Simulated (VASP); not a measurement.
Te2Mo, 6 atoms in the cell. It takes space group P6_3/mmc (No. 194, hexagonal). The conventional cell has a = 3.542 Å, b = 3.542 Å, c = 13.610 Å, α = 90.00°, β = 90.00°, γ = 120.00°. Within 3.6 Å of Mo (site symmetry -6m2) lie 6 Te at 2.71 Å and 6 Mo at 3.54 Å. Within 3.6 Å of Te (site symmetry 3m) lie 3 Mo at 2.71 Å and 7 Te at 3.54 to 3.57 Å.  This cell differs from its parent crystal: uniaxial z strain -4.0%.

* Program: VASP 6.6.1
* Task: single point
* Functional: PBE
* Potentials or basis: VASP PAW PBE potentials, release 64 (Mo_sv, Te)
* Cutoff: 520 eV
* k mesh: 12 × 12 × 2
* Occupations: fermi-dirac, width 0.02 eV
* Spin: no spin polarisation
* Dipole correction: no
* Further INCAR settings: ALGO = Normal; EDIFF = 1e-06; NBANDS = 35

Potentials or basis: VASP PAW PBE potentials, release 64 (Mo_sv, Te).

Launch:

```sh
$ cat potpaw_PBE.64/Mo_sv/POTCAR potpaw_PBE.64/Te/POTCAR > POTCAR
$ mpirun -np 1 vasp_std > vasp.out
```

Hardware: 1 thread of Intel Xeon 6975P-C (shared host).

Q: Estimate the wall time of this run.

A: Wall time 3.8 min on 1 thread of Intel Xeon 6975P-C (shared host), peak memory 0.38 GiB. Counts: scf iterations 16, k points 38.
